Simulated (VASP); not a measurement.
Here is a VASP 6.6.1 calculation.

The input INCAR:

```
PREC     = Accurate       # precision mode
ENCUT    = 520            # plane-wave cutoff, eV
EDIFF    = 1E-6           # SCF threshold, eV
ISMEAR   = 0              # smearing method
SIGMA    = 0.05           # smearing width, eV
LREAL    = False          # projectors in reciprocal space
LASPH    = True           # aspherical terms in the spheres
NELM     = 150            # most SCF steps
ALGO     = Normal         # electronic algorithm
ISIF     = 2              # what is computed and relaxed
LWAVE    = False          # write WAVECAR
LCHARG   = False          # write CHGCAR
ISPIN    = 2              # spin polarisation
MAGMOM   = 7              # initial moments
LORBIT   = 11             # projections on sites
LMAXMIX  = 6              # l up to which the mixer works
GGA      = PE             # functional
NBANDS   = 19             # bands
```

File KPOINTS:

```
regular mesh
0
Gamma
  6 6 6
```

POSCAR

```
Gd
1.0
    0.0000000000      2.5500089709      2.5500089709
    2.5500089709      0.0000000000      2.5500089709
    2.5500089709      2.5500089709      0.0000000000
Gd
1
Direct
    0.0000000000      0.0000000000      0.0000000000
```

Potentials or basis: VASP PAW PBE potentials, release 64 (Gd).

Launch:

```console
$ cat potpaw_PBE.64/Gd/POTCAR > POTCAR
$ mpirun -np 1 vasp_std > vasp.out
```

Q: Estimate the net moment.

A: 7.41 μB per cell.

Q: What does it give for the site moments?

A: Gd +6.92 μB.

Q: Predict the pressure.

A: -0.3 GPa.

 The state reached can hang on the start; a lower one may exist.
